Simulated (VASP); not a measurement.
A run of VASP 6.6.1 is set up as follows.

INCAR

```
SYSTEM = Zr
  ALGO = Normal
  EDIFF = 1E-6
  ENCUT = 520
  GGA = PS
  ISIF = 2
  ISMEAR = -1
  IVDW = 13
  LASPH = .True.
  LCHARG = .True.
  LELF = .True.
  LREAL = .False.
  LVHAR = .True.
  LWAVE = .False.
  NBANDS = 19
  NELM = 60
  PREC = Accurate
  SIGMA = 0.05
```

File KPOINTS:

```
k-points
0
Gamma
  9 9 5
  0 0 0
```

Contents of POSCAR:

```
Zr
1.0
    3.1721592742      0.0000000000      0.0000000000
   -1.5860796371      2.7471705163      0.0000000000
    0.0000000000      0.0000000000      5.1127058866
Zr
2
Direct
    0.6666666667      0.3333333333      0.7500000000
    0.3333333333      0.6666666667      0.2500000000
```

Potentials or basis: VASP PAW PBE potentials, release 64 (Zr_sv).

Run with:

```bash
$ cat potpaw_PBE.64/Zr_sv/POTCAR > POTCAR
$ mpirun -np 1 vasp_std > vasp.out
```

Task: Predict the dispersion energy per atom.

Result: -0.125 eV.

Task: Predict the pressure.

Result: 0.0 GPa.

Task: Estimate the band gap on the k mesh.

Result: Zero (band 12 reaches 10.25 eV, above the bottom of band 13 at 9.12 eV).

Caveat: the PAW data sets were made with another functional, which shifts forces and pressure a little; pairwise dispersion overbinds metals, which lowers pressure and volume.
